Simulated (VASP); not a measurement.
Set up this calculation in VASP 6.6.1, as the native input.

| Item | Value |
| --- | --- |
| Task | single point |
| Functional | r2SCAN |
| Potentials or basis | VASP PAW PBE potentials, release 64 (La, O) |
| Cutoff | 520 eV |
| k mesh | 8 × 8 × 5 |
| Occupations | fermi-dirac, width 0.05 eV |
| Spin | no spin polarisation |
| Dipole correction | no |
| Further INCAR settings | ALGO = Normal; EDIFF = 1e-07; NBANDS = 28 |

Crystal: La2O3.

```
CELL_PARAMETERS angstrom
3.93078 0.00000 0.00000
-1.96539 3.40415 0.00000
0.00000 0.00000 6.11195
ATOMIC_POSITIONS crystal
La 0.33333 0.66667 0.24624
La 0.66667 0.33333 0.75376
O 0.00000 0.00000 0.00000
O 0.33333 0.66667 0.64589
O 0.66667 0.33333 0.35411
```

These files were run (other wordings do the same):

POSCAR

```
La2O3
1.0
    3.9307778780      0.0000000000      0.0000000000
   -1.9653889390      3.4041534990      0.0000000000
    0.0000000000      0.0000000000      6.1119535200
La O
2 3
Direct
    0.3333333333      0.6666666667      0.2462356800
    0.6666666667      0.3333333333      0.7537643200
    0.0000000000      0.0000000000      0.0000000000
    0.3333333333      0.6666666667      0.6458906500
    0.6666666667      0.3333333333      0.3541093500
```

INCAR.step1

```
  ALGO = Normal
  EDIFF = 1E-4
  ENCUT = 520
  GGA = PE
  ISMEAR = -1
  LASPH = T
  LCHARG = F
  LREAL = F
  LWAVE = T
  NBANDS = 28
  NELM = 80
  PREC = Accurate
  SIGMA = 0.05
```

INCAR.step2

```
  ALGO = Normal
  EDIFF = 1E-7
  ENCUT = 520
  ISIF = 2
  ISMEAR = -1
  ISTART = 1
  LASPH = T
  LCHARG = F
  LMIXTAU = T
  LREAL = F
  LWAVE = F
  METAGGA = R2SCAN
  NBANDS = 28
  NELM = 80
  PREC = Accurate
  SIGMA = 0.05
```

KPOINTS

```
k-points
0
Gamma
  8 8 5
```

Potentials or basis: VASP PAW PBE potentials, release 64 (La, O).

Run with:

```bash
$ cat potpaw_PBE.64/La/POTCAR potpaw_PBE.64/O/POTCAR > POTCAR
$ cp INCAR.step1 INCAR
$ mpirun -np 1 vasp_std > vasp.out
$ cp INCAR.step2 INCAR
$ mpirun -np 1 vasp_std > vasp.out
```

It gave:

```yaml
Pressure: 0.2 GPa
Largest_force: 0.020 eV/Å
Band_gap_on_the_k_mesh: 4.32 eV, indirect (least direct gap 4.47 eV)
```

Caveat: the PAW data sets were made with another functional, which shifts forces and pressure a little; spin-orbit coupling is left out, which moves the levels of the heavy elements.

Wall time 7.9 min on 1 thread of Intel(R) Xeon(R) Platinum 8375C CPU @ 2.90GHz (Ice Lake) (shared host), peak memory 0.27 GiB.
